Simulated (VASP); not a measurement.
Wanted: the native input for a VASP 6.6.1 run.

| Quantity | Value |
| --- | --- |
| Task | single point |
| Functional | PBE |
| Potentials or basis | VASP PAW PBE potentials, release 64 (Li_sv, F) |
| Cutoff | 520 eV |
| k mesh | 10 × 10 × 10 |
| Occupations | fermi-dirac, width 0.02 eV |
| Spin | no spin polarisation |
| Dipole correction | no |
| Further INCAR settings | ALGO = Normal; EDIFF = 1e-07; NBANDS = 12 |

The structure of LiF (Griceite) lies in POSCAR:

```
LiF
1.0
    0.0000000000      2.0984028919      1.9948691814
    2.0984028919      0.0000000000      1.9948691814
    2.0984028919      2.0984028919      0.0000000000
Li F
1 1
Direct
    0.0000000000      0.0000000000      0.0000000000
    0.5000000000      0.5000000000      0.5000000000
```

This cell differs from its parent crystal: biaxial xy strain +5.2%.

These files were run (other wordings do the same):

INCAR

```
SYSTEM = LiF
PREC = Accurate
ENCUT = 520
EDIFF = 1E-7
ISMEAR = -1
SIGMA = 0.02
LREAL = .False.
LASPH = .True.
NELM = 100
ALGO = Normal
ISIF = 2
LWAVE = .False.
LCHARG = .False.
GGA = PE
NBANDS = 12
```

KPOINTS

```
regular mesh
0
Gamma
  10 10 10
  0 0 0
```

Potentials or basis: VASP PAW PBE potentials, release 64 (Li_sv, F).

Launch:

```bash
$ cat potpaw_PBE.64/Li_sv/POTCAR potpaw_PBE.64/F/POTCAR > POTCAR
$ mpirun -np 1 vasp_std > vasp.out
```

It gave:

The band gap on the k mesh is 8.43 eV, direct.

Caveat: the cell differs from its parent crystal (biaxial xy strain +5.2%).

It took 13 s on 1 thread of AMD EPYC 9R45 96-Core Processor (Zen 5), on a shared host, peak memory 0.11 GiB.
